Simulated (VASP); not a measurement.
# In3As (Pm-3m) in VASP: settings compared

The runs below take In3As through relaxation of cell and atoms, with PBEsol+D3(BJ), PBEsol+D4.

Everything below comes from runs of VASP 6.6.1. Logs are shortened: lines on timing, memory, paths and dates and some standing lists are left out, and cuts for length are marked.

### 1 The cell of the first run

Symmetry: Pm-3m, No. 221, cubic system. The conventional cell has a = 4.672 Å, b = 4.672 Å, c = 4.672 Å, α = 90.00°, β = 90.00°, γ = 90.00°. Within 4.3 Å of In (site symmetry 4/mmm) lie 8 In at 3.30 Å and 4 As at 3.30 Å. Within 4.3 Å of As (site symmetry m-3m) lie 12 In at 3.30 Å.

### 2 Relaxation of cell and atoms, PBEsol+D3(BJ)

Contents of INCAR:

```
ALGO = Normal
EDIFF = 1E-6
EDIFFG = -0.01
ENCUT = 600
GGA = PS
IBRION = 2
ISIF = 3
ISMEAR = -1
IVDW = 12
LASPH = T
LCHARG = F
LREAL = F
LWAVE = F
NELM = 60
NSW = 60
PREC = Accurate
SIGMA = 0.05
```

Contents of KPOINTS:

```
k-points
0
Gamma
  6 6 6
```

Contents of POSCAR:

```
In3As
1.0
    4.6716810000      0.0000000000      0.0000000000
    0.0000000000      4.6716810000      0.0000000000
    0.0000000000      0.0000000000      4.6716810000
In As
3 1
Direct
    0.5000000000      0.5000000000      0.0000000000
    0.5000000000      0.0000000000      0.5000000000
    0.0000000000      0.5000000000      0.5000000000
    0.0000000000      0.0000000000      0.0000000000
```

Potentials or basis: VASP PAW PBE potentials, release 64 (In_d, As).

Launch:

```console
> cat potpaw_PBE.64/In_d/POTCAR potpaw_PBE.64/As/POTCAR > POTCAR
> mpirun -np 1 vasp_std > vasp.out
```

OUTCAR:

```text
EDIFF = 1E-6
   EDIFFG = -0.01
   ENCUT = 600
   GGA = PS
   IBRION = 2
   ISIF = 3
   ISMEAR = -1
   IVDW = 12
   LASPH = T
   LREAL = F
   NELM = 60
   NSW = 60
   PREC = Accurate
 IVDW          = 12

 ion  position               nearest neighbor table
   1  0.500  0.500  0.000-   2 3.30   3 3.30   4 3.30   2 3.30   3 3.30   2 3.30   4 3.30   2 3.30
                             3 3.30   4 3.30   3 3.30   4 3.30
   2  0.500  0.000  0.500-   1 3.30   3 3.30   4 3.30   1 3.30   4 3.30   1 3.30   3 3.30   1 3.30
                             3 3.30   4 3.30   4 3.30   3 3.30
   3  0.000  0.500  0.500-   1 3.30   2 3.30   4 3.30   1 3.30   4 3.30   2 3.30   4 3.30   4 3.30
                             1 3.30   2 3.30   1 3.30   2 3.30
   4  0.000  0.000  0.000-   1 3.30   2 3.30   3 3.30   2 3.30   3 3.30   1 3.30   3 3.30   3 3.30
                             1 3.30   2 3.30   2 3.30   1 3.30

  LATTYP: Found a simple cubic cell.
 ALAT       =     4.6716810000

  Lattice vectors:

 A1 = (   4.6716810000,   0.0000000000,   0.0000000000)
 A2 = (   0.0000000000,   4.6716810000,   0.0000000000)
 A3 = (   0.0000000000,   0.0000000000,   4.6716810000)

Analysis of symmetry for initial positions (statically):
=====================================================================
 Subroutine PRICEL returns:
 Original cell was already a primitive cell.

 Routine SETGRP: Setting up the symmetry group for a
 simple cubic supercell.

 Subroutine GETGRP returns: Found 48 space group operations
 (whereof 48 operations were pure point group operations)
 out of a pool of 48 trial point group operations.

The static configuration has the point symmetry O_h .

Analysis of symmetry for dynamics (positions and initial velocities):
=====================================================================
 Subroutine PRICEL returns:
 Original cell was already a primitive cell.

 Routine SETGRP: Setting up the symmetry group for a
 simple cubic supercell.

 Subroutine GETGRP returns: Found 48 space group operations
 (whereof 48 operations were pure point group operations)
 out of a pool of 48 trial point group operations.

The dynamic configuration has the point symmetry O_h .

 Subroutine INISYM returns: Found 48 space group operations
 (whereof 48 operations are pure point group operations),
 and found     1 'primitive' translations

----------------------------------------------------------------------------------------

                                     Primitive cell

  volume of cell :     101.9576

  direct lattice vectors                    reciprocal lattice vectors
     4.671681000  0.000000000  0.000000000     0.214055711  0.000000000  0.000000000
     0.000000000  4.671681000  0.000000000     0.000000000  0.214055711  0.000000000
     0.000000000  0.000000000  4.671681000     0.000000000  0.000000000  0.214055711

  length of vectors
     4.671681000  4.671681000  4.671681000     0.214055711  0.214055711  0.214055711

  position of ions in fractional coordinates (direct lattice)
     0.500000000  0.500000000  0.000000000
     0.500000000  0.000000000  0.500000000
     0.000000000  0.500000000  0.500000000
     0.000000000  0.000000000  0.000000000

  ion indices of the primitive-cell ions
   primitive index   ion index
                 1           1
                 2           2
                 3           3
                 4           4

----------------------------------------------------------------------------------------

 KPOINTS: k-points

Automatic generation of k-mesh.
 Grid dimensions read from file:
 generate k-points for:    6    6    6

 Generating k-lattice:

  Cartesian coordinates                     Fractional coordinates (reciprocal lattice)
     0.035675952  0.000000000  0.000000000     0.166666667  0.000000000  0.000000000
     0.000000000  0.035675952  0.000000000     0.000000000  0.166666667  0.000000000
     0.000000000  0.000000000  0.035675952     0.000000000  0.000000000  0.166666667

  Length of vectors
     0.035675952  0.035675952  0.035675952

  Shift w.r.t. Gamma in fractional coordinates (k-lattice)
     0.000000000  0.000000000  0.000000000

 Subroutine IBZKPT returns following result:
 ===========================================

 Found     20 irreducible k-points:

 Following reciprocal coordinates:
            Coordinates               Weight
  0.000000  0.000000  0.000000      1.000000
  0.166667  0.000000  0.000000      6.000000
  0.333333  0.000000  0.000000      6.000000
  0.500000  0.000000  0.000000      3.000000
  0.166667  0.166667  0.000000     12.000000
  0.333333  0.166667  0.000000     24.000000
[... 12 lines left out ...]
  0.500000  0.500000  0.333333      6.000000
  0.500000  0.500000  0.500000      1.000000
   k-points           NKPTS =     20   k-points in BZ     NKDIM =     20   number of bands    NBANDS=     26
   number of dos      NEDOS =    301   number of ions     NIONS =      4
   total plane-waves  NPLWV =  64000
   dimension x,y,z NGX =    40 NGY =   40 NGZ =   40
   dimension x,y,z NGXF=    80 NGYF=   80 NGZF=   80
   ions per type =               3   1
   NGX,Y,Z   is equivalent  to a cutoff of  14.23, 14.23, 14.23 a.u.
   NGXF,Y,Z  is equivalent  to a cutoff of  28.47, 28.47, 28.47 a.u.
 SYSTEM =  unknown system
   PREC   = accura    normal or accurate (medium, high low for compatibility)
   ISTART =      0    job   : 0-new  1-cont  2-samecut
   ICHARG =      2    charge: 1-file 2-atom 10-const
   ISPIN  =      1    spin polarized calculation?
   LNONCOLLINEAR =      F non collinear calculations
   LSORBIT =      F    spin-orbit coupling
   LASPH  =      T    aspherical Exc in radial PAW
   ENCUT  =  600.0 eV  44.10 Ry    6.64 a.u.   9.33  9.33  9.33*2*pi/ulx,y,z
   NELM   =     60;   NELMIN=  2; NELMDL= -5     # of ELM steps
   EDIFF  = 0.1E-05   stopping-criterion for ELM
   LREAL  =      F    real-space projection
   EDIFFG = -.1E-01   stopping-criterion for IOM
   NSW    =     60    number of steps for IOM
   IBRION =      2    ionic relax: 0-MD 1-quasi-New 2-CG
   NFREE  =      1    steps in history (QN), initial steepest desc. (CG)
   ISIF   =      3    stress and relaxation
   ISYM   =      2    0-nonsym 1-usesym 2-fastsym
   POTIM  = 0.5000    time-step for ionic-motion
   TEBEG  =    0.0;   TEEND  =   0.0 temperature during run
   PSTRESS=    0.0 pullay stress
   NELECT =      44.0000    total number of electrons
   NUPDOWN=      -1.0000    fix difference up-down
   EMIN   =  10.00;   EMAX   =-10.00  energy-range for DOS
   EFERMI =   0.00;   METHOD = LEGACY
   ISMEAR =    -1;   SIGMA  =   0.05  broadening in eV -4-tet -1-fermi 0-gaus
   EFERMI_NEDOS =   21; number of points for ismear=-14 and -15
   IALGO  =     38    algorithm
   IMIX   =      4    mixing-type and parameters
     AMIX     =   0.40;   BMIX     =  1.00
     AMIX_MAG =   1.60;   BMIX_MAG =  1.00
  volume/ion in A,a.u.               =      25.49       172.01
  Fermi-wavevector in a.u.,A,eV,Ry     =   1.237141  2.337858 20.823961  1.530518
  Thomas-Fermi vector in A             =   2.371720
   LORBIT       =      0    0 simple, 1 ext, 2 COOP (PROOUT), +10 PAW based schemes
   GGA     = PS    functional components
   LHFCALC =     F    Hartree Fock is set to
   AEXX    =    0.0000 exact exchange contribution
   IVDW    =    12    specifies the selected vdW correction
   LEPSILON=     F    determine dielectric tensor
   LRPA    =     F    only Hartree local field effects (RPA)
 conjugate gradient relaxation of ions
 non-spin polarized calculation
  energy-cutoff  :      600.00
  volume of cell :      101.96
 maximum number of plane-waves:      3448
 NGX is ok and might be reduce to    40
   NGX = 19   NGY = 19   NGZ = 19

--------------------------------------- Ionic step        1  -------------------------------------------

 number of electron      44.0000015 magnetization

 Free energy of the ion-electron system (eV)
  ---------------------------------------------------
  ext. energy  EPLUGINS =         0.00000000
  ---------------------------------------------------
  free energy    TOTEN  =       -13.71754046 eV

  energy without entropy =      -13.70222236  energy(sigma->0) =      -13.70988141

------------------------ aborting loop because EDIFF is reached ----------------------------------------

 Edisp (eV)   -1.41465

 E8    (eV) :    -0.9985

  FORCE on cell =-STRESS in cart. coord.  units (eV):
  Direction    XX          YY          ZZ          XY          YZ          ZX
  --------------------------------------------------------------------------------------
  -------------------------------------------------------------------------------------
  Total      -2.96668    -2.96668    -2.96668     0.00000     0.00000    -0.00000
  in kB     -46.61890   -46.61890   -46.61890     0.00000     0.00000    -0.00000
  external pressure =      -46.62 kB  Pullay stress =        0.00 kB
[... 65 lines left out ...]
  energy  without entropy=      -15.2739354319  energy(sigma->0) =      -15.28390666

--------------------------------------- Ionic step        3  -------------------------------------------

 number of electron      44.0000014 magnetization

 Free energy of the ion-electron system (eV)
  ---------------------------------------------------
  ext. energy  EPLUGINS =         0.00000000
  ---------------------------------------------------
  free energy    TOTEN  =       -13.71796824 eV

  energy without entropy =      -13.69826708  energy(sigma->0) =      -13.70811766

 E-fermi :   7.6825     XC(G=0): -10.7828

 val. band max:        7.6611941688   @ k =   0.1667   0.1667   0.0000
 cond. band min:       7.7035628233   @ k =   0.3333   0.3333   0.3333
 fundamental gap:      0.0423686545
 Fermi energy:         7.6825267272

 k-point     1 :       0.0000    0.0000    0.0000
  band No.  band energies     occupation
      1      -7.1179      2.00000
      2      -7.0793      2.00000
      3      -7.0793      2.00000
      4      -7.0793      2.00000
      5      -6.8666      2.00000
      6      -6.8666      2.00000
[... 604 lines left out ...]
  FREE ENERGIE OF THE ION-ELECTRON SYSTEM (eV)
  ---------------------------------------------------
  free  energy   TOTEN  =       -15.2942495057 eV

  energy  without entropy=      -15.2745483475  energy(sigma->0) =      -15.28439893

 reached required accuracy - stopping structural energy minimisation
```

Run time: 3.6 min. Hardware: 1 thread of Intel Xeon 8259CL, shared host; peak memory 0.29 GiB.

What came out:

| Quantity | Value |
| --- | --- |
| Free energy | -15.2942 eV |
| Relaxed volume | 22.96 Å³/atom |
| Relaxed cell | a = 4.512 Å, b = 4.512 Å, c = 4.512 Å, α = 90.00°, β = 90.00°, γ = 90.00° |
| Space group after relaxing (to 0.1 Å) | Pm-3m (No. 221) |
| Energy gained by relaxing | 40.5 meV/atom |
| Ionic steps | 3 |
| Pressure after relaxing | 0.0 GPa |
| Band gap on the k mesh | zero (bands 22 and 23 overlap by 4.53 eV) |
| Dispersion energy per atom | -0.394 eV |

Step by step:
```csv
step,energy change (eV),largest force (eV/Å),pressure (GPa),volume (Å³)
1,0.0000,0.0000,-4.66,101.96
2,-0.1617,0.0000,0.29,91.40
3,-0.1621,0.0000,0.00,91.85
```

Final structure:
```xyz
4
Lattice="4.5118 0.0000 0.0000 0.0000 4.5118 0.0000 0.0000 0.0000 4.5118" Properties=species:S:1:pos:R:3 pbc="T T T"
In    2.2559    2.2559    0.0000
In    2.2559    0.0000    2.2559
In    0.0000    2.2559    2.2559
As    0.0000    0.0000    0.0000
```

Levels at points of the mesh, in eV from the Fermi level:
| k point | band 20 | band 21 | band 22 | band 23 | band 24 | band 25 |
| --- | --- | --- | --- | --- | --- | --- |
| (0.00, 0.00, 0.00) | -3.31 | -1.75 | -1.75 | 2.19 | 2.19 | 2.19 |
| (0.50, 0.00, 0.00) | -1.84 | -0.87 | -0.23 | -0.23 | -0.04 | 1.30 |
| (0.50, 0.50, 0.00) | -0.89 | -0.48 | 0.64 | 0.64 | 1.90 | 1.90 |
| (0.50, 0.50, 0.50) | -4.32 | -4.32 | -4.32 | -3.85 | 5.19 | 5.19 |

Caveat: the PAW data sets were made with another functional, which shifts forces and pressure a little; spin-orbit coupling is left out, which moves the levels of the heavy elements.

### 3 Relaxation of cell and atoms, PBEsol+D4

Contents of INCAR:

```
SYSTEM = In3As
PREC = Accurate
ENCUT = 600
EDIFF = 1E-6
ISMEAR = -1
SIGMA = 0.05
LREAL = .FALSE.
LASPH = .TRUE.
NELM = 60
ALGO = Fast
ISIF = 3
LWAVE = .FALSE.
LCHARG = .FALSE.
GGA = PS
IVDW = 13
IBRION = 2
NSW = 60
EDIFFG = -0.01
```

Contents of KPOINTS:

```
regular mesh
0
G
  6 6 6
  0 0 0
```

POSCAR is that of step 2.

Potentials or basis: VASP PAW PBE potentials, release 64 (In_d, As).

Launch:

```console
> cat potpaw_PBE.64/In_d/POTCAR potpaw_PBE.64/As/POTCAR > POTCAR
> mpirun -np 1 vasp_std > vasp.out
```

Run time: 6.3 min. Hardware: 1 thread of Intel Xeon 8259CL, shared host; peak memory 0.28 GiB.

It converged, with:

```
Free energy                           : -14.6841 eV
Relaxed volume                        : 23.47 Å³/atom
Relaxed cell                          : a = 4.545 Å, b = 4.545 Å, c = 4.545 Å, α = 90.00°, β = 90.00°, γ = 90.00°
Space group after relaxing (to 0.1 Å) : Pm-3m (No. 221)
Energy gained by relaxing             : 25.3 meV/atom
Ionic steps                           : 3
Pressure after relaxing               : 0.0 GPa
Band gap on the k mesh                : zero (bands 22 and 23 overlap by 4.39 eV)
Dispersion energy per atom            : -0.235 eV
```

The path:
| step | energy change (eV) | largest force (eV/Å) | pressure (GPa) | volume (Å³) |
| --- | --- | --- | --- | --- |
| 1 | 0.0000 | 0.0000 | -3.67 | 101.96 |
| 2 | -0.1012 | 0.0000 | 0.17 | 93.59 |
| 3 | -0.1013 | 0.0000 | 0.02 | 93.87 |

Final structure:
```
CELL_PARAMETERS angstrom
4.54472 0.00000 0.00000
0.00000 4.54472 0.00000
0.00000 0.00000 4.54472
ATOMIC_POSITIONS crystal
In 0.50000 0.50000 0.00000
In 0.50000 0.00000 0.50000
In 0.00000 0.50000 0.50000
As 0.00000 0.00000 0.00000
```

Levels at points of the mesh, in eV from the Fermi level:
| k point | band 20 | band 21 | band 22 | band 23 | band 24 | band 25 |
| --- | --- | --- | --- | --- | --- | --- |
| (0.00, 0.00, 0.00) | -3.20 | -1.77 | -1.77 | 2.18 | 2.18 | 2.18 |
| (0.50, 0.00, 0.00) | -1.77 | -0.94 | -0.18 | -0.18 | -0.01 | 1.34 |
| (0.50, 0.50, 0.00) | -0.85 | -0.45 | 0.61 | 0.61 | 1.92 | 1.92 |
| (0.50, 0.50, 0.50) | -4.29 | -4.29 | -4.29 | -3.73 | 5.09 | 5.09 |

Caveat: the PAW data sets were made with another functional, which shifts forces and pressure a little; spin-orbit coupling is left out, which moves the levels of the heavy elements.

The gap in the log of VASP goes by the Fermi energy; the results here count the filled bands.